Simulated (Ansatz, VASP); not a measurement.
Two plane-wave programs on AgCl

```
Ag Cl
1.0
     0.00000    2.81475    2.73155
     2.81475    0.00000    2.73155
     2.81475    2.81475    0.00000
Ag Cl
1 1
Direct
  0.50000 0.50000 0.50000
  0.00000 0.00000 0.00000
```

Change from the starting cell: strain +0.015 along x and y, -0.015 along z, atoms carried along.

Alike in both runs: task single point; functional r2SCAN; k mesh 8 × 8 × 8; occupations gaussian, width 0.05 eV; no spin polarisation.

|  | VASP | Ansatz |
| --- | --- | --- |
| version | VASP 6.6.1 | Ansatz 0.2.0 |
| potentials or method | VASP PAW PBE potentials, release 64 (Ag, Cl), cutoff 520 eV | scalar-relativistic, plane waves, PAW |
| valence electrons in the cell | 18 | 26 |

Ansatz gave:

| Property | Result |
| --- | --- |
| gap on the k mesh at the Fermi level (eV) | 1.39 |
| least direct gap on the mesh (eV) | 3.69 |
| pressure (GPa) | -0.7 |
| traceless stress, the component that is largest in VASP (GPa) | 0.50 |

Problem. What did VASP give for the same quantities?

Solution. gap on the k mesh at the Fermi level (eV): 1.34; least direct gap on the mesh (eV): 3.65; pressure (GPa): -0.7; traceless stress, the component that is largest in VASP (GPa): 0.49.

VASP's potentials were made for PBE, not for r2SCAN. VASP's potentials hold 18 valence electrons a cell and Ansatz's 26, so a difference there can come from the potentials and not from the codes.
